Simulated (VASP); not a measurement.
Set up this calculation in VASP 6.6.1, as the native input.

| Property | Result |
| --- | --- |
| Task | relaxation of cell and atoms |
| Functional | PBE |
| Potentials or basis | VASP PAW PBE potentials, release 64 (Zr_sv, Ta_pv, N) |
| Cutoff | 600 eV |
| k mesh | 6 × 6 × 4 |
| Occupations | gaussian, width 0.1 eV |
| Spin | no spin polarisation |
| Dipole correction | no |
| Further INCAR settings | ALGO = Normal; EDIFF = 1e-06; IBRION = 2; EDIFFG = -0.04; NSW = 90; ISIF = 3 |

The structure of ZrTaN lies in POSCAR:

```
ZrTaN
1.0
    2.1844665100     -2.5577215900      0.0000000000
    2.1844665100      2.5577215900      0.0000000000
    0.0000000000      0.0000000000      4.7070671700
Zr Ta N
1 1 1
Direct
    0.0000000000      0.0000000000      0.0000000000
    0.0000000000      0.0000000000      0.5000000000
    0.5000000000      0.5000000000      0.5000000000
```

These files were run (other wordings do the same):

INCAR

```
PREC = Accurate
ENCUT = 600
EDIFF = 1E-6
ISMEAR = 0
SIGMA = 0.1
LREAL = F
LASPH = T
NELM = 60
ALGO = Normal
ISIF = 3
LWAVE = F
LCHARG = F
GGA = PE
IBRION = 2
NSW = 90
EDIFFG = -0.04
```

KPOINTS

```
regular mesh
0
Gamma
  6 6 4
```

Potentials or basis: VASP PAW PBE potentials, release 64 (Zr_sv, Ta_pv, N).

The run is started by

```bash
$ cat potpaw_PBE.64/Zr_sv/POTCAR potpaw_PBE.64/Ta_pv/POTCAR potpaw_PBE.64/N/POTCAR > POTCAR
$ mpirun -np 1 vasp_std > vasp.out
```

Results of the run:

The relaxed volume is 17.76 Å³/atom, the relaxed cell is a = 2.979 Å, b = 2.979 Å, c = 6.004 Å, α = 90.00°, β = 90.00°, γ = 90.04° and the space group after relaxing (to 0.05 Å) is P4/mmm (No. 123). The energy gained by relaxing is 1067.7 meV/atom, the ionic steps are 13 and the pressure after relaxing is -0.2 GPa. The band gap on the k mesh is zero (band 14 reaches 7.25 eV, above the bottom of band 15 at 5.44 eV).

Caveat: spin-orbit coupling is left out, which moves the levels of the heavy elements.

Run time: 6.4 min on 1 thread of Intel(R) Xeon(R) Platinum 8488C (Sapphire Rapids), on a shared host, peak memory 0.22 GiB.
